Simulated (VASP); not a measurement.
# NaCl (Fm-3m) in VASP: notebook

NaCl is run at these levels: PBE; tasks: single point.

All numbers are computed with VASP 6.6.1; they aren't measurements. Logs are shortened: lines on timing, memory, paths and dates and some standing lists are left out, and cuts for length are marked.

### Step 1. The cell of the first run

It takes space group Fm-3m (No. 225, cubic). Conventional cell: a = 5.605 Å, b = 5.605 Å, c = 5.605 Å, α = 90.00°, β = 90.00°, γ = 90.00°. Na (site symmetry m-3m) has 6 Cl at 2.80 Å within 3.7 Å. Within 3.7 Å of Cl (site symmetry m-3m) lie 6 Na at 2.80 Å.

### Step 2. Single point, PBE

The input, INCAR:

```
SYSTEM = NaCl
ALGO     = Normal         ! electronic algorithm
EDIFF    = 1E-7           ! SCF threshold, eV
ENCUT    = 520            ! plane-wave cutoff, eV
GGA      = PE             ! functional
ISIF     = 2              ! what is computed and relaxed
ISMEAR   = -1             ! smearing method
LASPH    = .True.         ! aspherical terms in the spheres
LCHARG   = .False.        ! write CHGCAR
LREAL    = .False.        ! projectors in reciprocal space
LWAVE    = .False.        ! write WAVECAR
NBANDS   = 14             ! bands
NELM     = 100            ! most SCF steps
PREC     = Accurate       ! precision mode
SIGMA    = 0.02           ! smearing width, eV
```

The input, KPOINTS:

```
k-points
0
Gamma
  8 8 8
  0 0 0
```

The input, POSCAR:

```
NaCl
1.0
    0.0000000000      2.8026988303      2.8026988303
    2.8026988303      0.0000000000      2.8026988303
    2.8026988303      2.8026988303      0.0000000000
Na Cl
1 1
Direct
    0.0000000000      0.0000000000      0.0000000000
    0.5000000000      0.5000000000      0.5000000000
```

Potentials or basis: VASP PAW PBE potentials, release 64 (Na_pv, Cl).

The run is started by

```sh
$ cat potpaw_PBE.64/Na_pv/POTCAR potpaw_PBE.64/Cl/POTCAR > POTCAR
$ mpirun -np 1 vasp_std > vasp.out
```

OUTCAR:

```text
SYSTEM = NaCl
   EDIFF = 1E-7
   ENCUT = 520
   GGA = PE
   ISIF = 2
   ISMEAR = -1
   LASPH = .True.
   LREAL = .False.
   NELM = 100
   PREC = Accurate

 ion  position               nearest neighbor table
   1  0.000  0.000  0.000-
   2  0.500  0.500  0.500-

  LATTYP: Found a face centered cubic cell.
 ALAT       =     5.6053976606

  Lattice vectors:

 A1 = (   0.0000000000,   2.8026988303,   2.8026988303)
 A2 = (   2.8026988303,   0.0000000000,   2.8026988303)
 A3 = (   2.8026988303,   2.8026988303,   0.0000000000)

Analysis of symmetry for initial positions (statically):
=====================================================================
 Subroutine PRICEL returns:
 Original cell was already a primitive cell.

 Routine SETGRP: Setting up the symmetry group for a
 face centered cubic supercell.

 Subroutine GETGRP returns: Found 48 space group operations
 (whereof 48 operations were pure point group operations)
 out of a pool of 48 trial point group operations.

The static configuration has the point symmetry O_h .

Analysis of symmetry for dynamics (positions and initial velocities):
=====================================================================
 Subroutine PRICEL returns:
 Original cell was already a primitive cell.

 Routine SETGRP: Setting up the symmetry group for a
 face centered cubic supercell.

 Subroutine GETGRP returns: Found 48 space group operations
 (whereof 48 operations were pure point group operations)
 out of a pool of 48 trial point group operations.

The dynamic configuration has the point symmetry O_h .

 Subroutine INISYM returns: Found 48 space group operations
 (whereof 48 operations are pure point group operations),
 and found     1 'primitive' translations

----------------------------------------------------------------------------------------

                                     Primitive cell

  volume of cell :      44.0311

  direct lattice vectors                    reciprocal lattice vectors
     0.000000000  2.802698830  2.802698830    -0.178399475  0.178399475  0.178399475
     2.802698830  0.000000000  2.802698830     0.178399475 -0.178399475  0.178399475
     2.802698830  2.802698830  0.000000000     0.178399475  0.178399475 -0.178399475

  length of vectors
     3.963614697  3.963614697  3.963614697     0.308996955  0.308996955  0.308996955

  position of ions in fractional coordinates (direct lattice)
     0.000000000  0.000000000  0.000000000
     0.500000000  0.500000000  0.500000000

  ion indices of the primitive-cell ions
   primitive index   ion index
                 1           1
                 2           2

----------------------------------------------------------------------------------------

 KPOINTS: k-points

Automatic generation of k-mesh.
 Grid dimensions read from file:
 generate k-points for:    8    8    8

 Generating k-lattice:

  Cartesian coordinates                     Fractional coordinates (reciprocal lattice)
    -0.022299934  0.022299934  0.022299934     0.125000000  0.000000000  0.000000000
     0.022299934 -0.022299934  0.022299934     0.000000000  0.125000000  0.000000000
     0.022299934  0.022299934 -0.022299934     0.000000000  0.000000000  0.125000000

  Length of vectors
     0.038624619  0.038624619  0.038624619

  Shift w.r.t. Gamma in fractional coordinates (k-lattice)
     0.000000000  0.000000000  0.000000000

 Subroutine IBZKPT returns following result:
 ===========================================

 Found     29 irreducible k-points:

 Following reciprocal coordinates:
            Coordinates               Weight
  0.000000  0.000000  0.000000      1.000000
  0.125000  0.000000  0.000000      8.000000
  0.250000  0.000000  0.000000      8.000000
  0.375000  0.000000  0.000000      8.000000
  0.500000  0.000000  0.000000      4.000000
  0.125000  0.125000  0.000000      6.000000
[... 16 lines left out ...]
  0.500000  0.250000  0.125000     48.000000
 -0.375000  0.250000  0.125000     24.000000
 [... further k-points ...]
   k-points           NKPTS =     29   k-points in BZ     NKDIM =     29   number of bands    NBANDS=     14
   number of dos      NEDOS =    301   number of ions     NIONS =      2
   total plane-waves  NPLWV =  27000
   dimension x,y,z NGX =    30 NGY =   30 NGZ =   30
   dimension x,y,z NGXF=    60 NGYF=   60 NGZF=   60
   ions per type =               1   1
   NGX,Y,Z   is equivalent  to a cutoff of  12.58, 12.58, 12.58 a.u.
   NGXF,Y,Z  is equivalent  to a cutoff of  25.17, 25.17, 25.17 a.u.
 SYSTEM =  NaCl
   PREC   = accura    normal or accurate (medium, high low for compatibility)
   ISTART =      0    job   : 0-new  1-cont  2-samecut
   ICHARG =      2    charge: 1-file 2-atom 10-const
   ISPIN  =      1    spin polarized calculation?
   LNONCOLLINEAR =      F non collinear calculations
   LSORBIT =      F    spin-orbit coupling
   LASPH  =      T    aspherical Exc in radial PAW
   ENCUT  =  520.0 eV  38.22 Ry    6.18 a.u.   7.37  7.37  7.37*2*pi/ulx,y,z
   NELM   =    100;   NELMIN=  2; NELMDL= -5     # of ELM steps
   EDIFF  = 0.1E-06   stopping-criterion for ELM
   LREAL  =      F    real-space projection
   EDIFFG = 0.1E-05   stopping-criterion for IOM
   NSW    =      0    number of steps for IOM
   IBRION =     -1    ionic relax: 0-MD 1-quasi-New 2-CG
   NFREE  =      0    steps in history (QN), initial steepest desc. (CG)
   ISIF   =      2    stress and relaxation
   ISYM   =      2    0-nonsym 1-usesym 2-fastsym
   POTIM  = 0.5000    time-step for ionic-motion
   TEBEG  =    0.0;   TEEND  =   0.0 temperature during run
   PSTRESS=    0.0 pullay stress
   NELECT =      14.0000    total number of electrons
   NUPDOWN=      -1.0000    fix difference up-down
   EMIN   =  10.00;   EMAX   =-10.00  energy-range for DOS
   EFERMI =   0.00;   METHOD = LEGACY
   ISMEAR =    -1;   SIGMA  =   0.02  broadening in eV -4-tet -1-fermi 0-gaus
   EFERMI_NEDOS =   21; number of points for ismear=-14 and -15
   IALGO  =     38    algorithm
   IMIX   =      4    mixing-type and parameters
     AMIX     =   0.40;   BMIX     =  1.00
     AMIX_MAG =   1.60;   BMIX_MAG =  1.00
  volume/ion in A,a.u.               =      22.02       148.57
  Fermi-wavevector in a.u.,A,eV,Ry     =   1.117372  2.111527 16.987145  1.248520
  Thomas-Fermi vector in A             =   2.253994
   LORBIT       =      0    0 simple, 1 ext, 2 COOP (PROOUT), +10 PAW based schemes
   GGA     = PE    functional components
   LHFCALC =     F    Hartree Fock is set to
   AEXX    =    0.0000 exact exchange contribution
   IVDW    =     0    specifies the selected vdW correction
   LEPSILON=     F    determine dielectric tensor
   LRPA    =     F    only Hartree local field effects (RPA)
 non-spin polarized calculation
  energy-cutoff  :      520.00
  volume of cell :       44.03
 maximum number of plane-waves:      1243
 NGX is ok and might be reduce to    30
   NGX = 15   NGY = 15   NGZ = 15

 number of electron      14.0000003 magnetization

 Free energy of the ion-electron system (eV)
  ---------------------------------------------------
  ext. energy  EPLUGINS =         0.00000000
  ---------------------------------------------------
  free energy    TOTEN  =        -6.76942226 eV

  energy without entropy =       -6.76942226  energy(sigma->0) =       -6.76942226

 E-fermi :  -0.1499     XC(G=0):  -8.2452

 val. band max:       -0.6237704456   @ k =   0.0000   0.0000   0.0000
 cond. band min:       4.5559900529   @ k =   0.0000   0.0000   0.0000
 fundamental gap:      5.1797604985
 Fermi energy:        -0.1498778614

 k-point     1 :       0.0000    0.0000    0.0000
  band No.  band energies     occupation
      1     -21.4066      2.00000
      2     -21.4066      2.00000
      3     -21.4066      2.00000
      4     -13.3247      2.00000
      5      -0.6238      2.00000
      6      -0.6238      2.00000
      7      -0.6238      2.00000
      8       4.5560      0.00000
      9      10.5156      0.00000
     10      10.5156      0.00000
     11      10.5156      0.00000
     12      12.7003      0.00000
     13      12.7003      0.00000
     14      14.3386      0.00000

 k-point     2 :       0.1250    0.0000    0.0000
  band No.  band energies     occupation
      1     -21.4114      2.00000
      2     -21.4070      2.00000
      3     -21.4070      2.00000
      4     -13.2751      2.00000
      5      -1.0025      2.00000
      6      -0.6660      2.00000
      7      -0.6660      2.00000
      8       5.0592      0.00000
      9       9.9771      0.00000
     10      10.7125      0.00000
     11      10.7125      0.00000
     12      12.4452      0.00000
     13      12.4452      0.00000
     14      15.2740      0.00000

 k-point     3 :       0.2500    0.0000    0.0000
  band No.  band energies     occupation
      1     -21.4227      2.00000
      2     -21.4078      2.00000
      3     -21.4078      2.00000
      4     -13.1520      2.00000
      5      -1.7508      2.00000
      6      -0.7648      2.00000
      7      -0.7648      2.00000
      8       6.0367      0.00000
      9       9.4367      0.00000
     10      10.8127      0.00000
     11      10.8127      0.00000
     12      12.6675      0.00000
     13      12.6675      0.00000
     14      15.1416      0.00000

 k-point     4 :       0.3750    0.0000    0.0000
  band No.  band energies     occupation
      1     -21.4339      2.00000
      2     -21.4086      2.00000
      3     -21.4086      2.00000
      4     -13.0235      2.00000
      5      -2.3698      2.00000
      6      -0.8594      2.00000
      7      -0.8594      2.00000
      8       6.5971      0.00000
      9       9.7337      0.00000
     10      10.5314      0.00000
     11      10.5314      0.00000
     12      14.0353      0.00000
     13      14.0353      0.00000
     14      14.6120      0.00000

 k-point     5 :       0.5000    0.0000    0.0000
  band No.  band energies     occupation
      1     -21.4385      2.00000
      2     -21.4089      2.00000
      3     -21.4089      2.00000
      4     -12.9686      2.00000
      5      -2.6029      2.00000
      6      -0.8974      2.00000
      7      -0.8974      2.00000
      8       6.6833      0.00000
      9      10.1532      0.00000
     10      10.3944      0.00000
     11      10.3944      0.00000
[... 276 lines left out ...]
 k-point    22 :       0.3750    0.2500    0.1250
  band No.  band energies     occupation
      1     -21.4243      2.00000
      2     -21.4126      2.00000
      3     -21.4091      2.00000
      4     -13.0717      2.00000
      5      -1.9035      2.00000
      6      -1.1031      2.00000
      7      -0.8839      2.00000
      8       6.9057      0.00000
      9       8.7559      0.00000
     10       9.9854      0.00000
     11      11.6371      0.00000
     12      12.0105      0.00000
     13      14.2156      0.00000
     14      17.5857      0.00000

 k-point    23 :       0.5000    0.2500    0.1250
  band No.  band energies     occupation
      1     -21.4298      2.00000
      2     -21.4149      2.00000
      3     -21.4104      2.00000
      4     -12.9760      2.00000
      5      -2.2018      2.00000
      6      -1.3297      2.00000
      7      -0.9944      2.00000
      8       7.6145      0.00000
      9       9.0112      0.00000
     10       9.3756      0.00000
     11      11.3632      0.00000
     12      13.1852      0.00000
     13      15.5904      0.00000
     14      15.9963      0.00000

 k-point    24 :      -0.3750    0.2500    0.1250
  band No.  band energies     occupation
      1     -21.4322      2.00000
      2     -21.4154      2.00000
      3     -21.4113      2.00000
      4     -12.9355      2.00000
      5      -2.3221      2.00000
      6      -1.4098      2.00000
      7      -1.0490      2.00000
      8       7.7546      0.00000
      9       8.9981      0.00000
     10       9.7151      0.00000
     11      11.1777      0.00000
     12      13.8235      0.00000
     13      15.1109      0.00000
     14      16.1234      0.00000

 [... further k-points ...]

------------------------ aborting loop because EDIFF is reached ----------------------------------------

  FORCE on cell =-STRESS in cart. coord.  units (eV):
  Direction    XX          YY          ZZ          XY          YZ          ZX
  --------------------------------------------------------------------------------------
  -------------------------------------------------------------------------------------
  Total        0.3405380      0.3405380      0.3405380      0.0000000      0.0000000      0.0000000
  in kB       12.3912991     12.3912991     12.3912991      0.0000000      0.0000000      0.0000000
  external PRESSURE =      12.3912991 kB  Pullay stress =       0.0000000 kB

 VOLUME and BASIS-vectors are now :
 -----------------------------------------------------------------------------
  energy-cutoff  :      520.00
  volume of cell :       44.03
      direct lattice vectors                 reciprocal lattice vectors
     0.000000000  2.802698830  2.802698830    -0.178399475  0.178399475  0.178399475
     2.802698830  0.000000000  2.802698830     0.178399475 -0.178399475  0.178399475
     2.802698830  2.802698830  0.000000000     0.178399475  0.178399475 -0.178399475

 POSITION                                       TOTAL-FORCE (eV/Angst)
 -----------------------------------------------------------------------------------
      0.00000      0.00000      0.00000         0.000000      0.000000      0.000000
      2.80270      2.80270      2.80270        -0.000000      0.000000      0.000000
 -----------------------------------------------------------------------------------
    total drift:                               -0.000000      0.000000      0.000000

  FREE ENERGIE OF THE ION-ELECTRON SYSTEM (eV)
  ---------------------------------------------------
  free  energy   TOTEN  =        -6.7694222605 eV

  energy  without entropy=       -6.7694222605  energy(sigma->0) =       -6.76942226
```

Run time: 19 s. Hardware: 1 thread of Intel Xeon 6975P-C (Granite Rapids), shared host; peak memory 0.15 GiB.

What came out:

```
Free energy            : -6.7694 eV
Pressure               : 1.2 GPa
Band gap on the k mesh : 5.18 eV, direct
```

PBE gaps usually lie below the measured ones, often by a third to a half.

### Step 3. Single point, PBE (strain +5.0%)

The input, INCAR:

```
SYSTEM = NaCl
PREC = Accurate ; ENCUT = 520
EDIFF = 1E-6 ; ISMEAR = -1
SIGMA = 0.02 ; LREAL = .FALSE.
LASPH = .TRUE. ; NELM = 100
ALGO = Normal ; ISIF = 2
LWAVE = .FALSE. ; LCHARG = .FALSE.
GGA = PE ; NBANDS = 14
```

The input, KPOINTS:

```
Automatic mesh
0
G
  8 8 8
  0 0 0
```

The input, POSCAR:

```
NaCl
1.0
    0.0000000000      2.9428337719      2.9428337719
    2.9428337719      0.0000000000      2.9428337719
    2.9428337719      2.9428337719      0.0000000000
Na Cl
1 1
Direct
    0.0000000000      0.0000000000      0.0000000000
    0.5000000000      0.5000000000      0.5000000000
```

Potentials or basis: VASP PAW PBE potentials, release 64 (Na_pv, Cl).

The run is started by

```sh
$ cat potpaw_PBE.64/Na_pv/POTCAR potpaw_PBE.64/Cl/POTCAR > POTCAR
$ mpirun -np 1 vasp_std > vasp.out
```

It took 11 s on 1 thread of Intel Xeon 6975P-C (Granite Rapids), shared host; peak memory 0.17 GiB.

Results (log left out):

```
Free energy            : -6.7480 eV
Pressure               : -1.9 GPa
Band gap on the k mesh : 4.65 eV, direct
```

Levels at points of the mesh, in eV from the valence-band top:
```
           k point  band 4  band 5  band 6  band 7  band 8  band 9  band 10  band 11
(0.00, 0.00, 0.00)  -12.40    0.00    0.00    0.00    4.65   10.96    10.96    10.96
(0.50, 0.00, 0.00)  -12.18   -1.57   -0.20   -0.20    7.03    9.62    10.64    10.64
(0.50, 0.50, 0.00)  -12.14   -1.35   -0.48   -0.48    7.15    8.14    10.45    13.67
```

Caveat: the cell differs from its parent crystal (strain +5.0%). A k mesh can miss the band edges.
